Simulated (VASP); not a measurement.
Set up this calculation in VASP 6.6.1, as the native input.

```yaml
Task: single point
Functional: PBE
Potentials_or_basis: VASP PAW PBE potentials, release 64 (La, O)
Cutoff: 520 eV
k_mesh: 5 × 5 × 5
Occupations: gaussian, width 0.2 eV
Spin: no spin polarisation
Dipole_correction: no
Further_INCAR_settings: ALGO = Normal; EDIFF = 1e-06; NBANDS = 21
```

The structure of La2O lies in POSCAR:

```
La2O
1.0
    4.0727430052      0.0000000000      0.0000000000
   -2.0363715026      3.5270989056      0.0000000000
    0.0000000000      0.0000000000      5.7435730460
La O
2 1
Direct
    0.6666666667      0.3333333333      0.1523010702
    0.3333333333      0.6666666667      0.6521838636
    0.6666666667      0.3333333333      0.6520765362
```

The cell was built from a structure type or drawn by symmetry, and may not be a known phase.

These files were run (other wordings do the same):

INCAR

```
SYSTEM = La2O
PREC = Accurate ; ENCUT = 520
EDIFF = 1E-6 ; ISMEAR = 0
SIGMA = 0.2 ; LREAL = .FALSE.
LASPH = .TRUE. ; NELM = 60
ALGO = Normal ; ISIF = 2
LWAVE = .FALSE. ; LCHARG = .FALSE.
GGA = PE ; NBANDS = 21
```

KPOINTS

```
regular mesh
0
G
  5 5 5
  0 0 0
```

Potentials or basis: VASP PAW PBE potentials, release 64 (La, O).

Launch:

```bash
$ cat potpaw_PBE.64/La/POTCAR potpaw_PBE.64/O/POTCAR > POTCAR
$ mpirun -np 1 vasp_std > vasp.out
```

Results of the run:

- Pressure: -0.2 GPa
- Band gap on the k mesh: zero (bands 14 and 15 overlap by 0.78 eV)

Caveat: spin-orbit coupling is left out, which moves the levels of the heavy elements.

Run time: 28 s on 1 thread of Intel(R) Xeon(R) 6975P-C (Granite Rapids), on a shared host, peak memory 0.21 GiB.
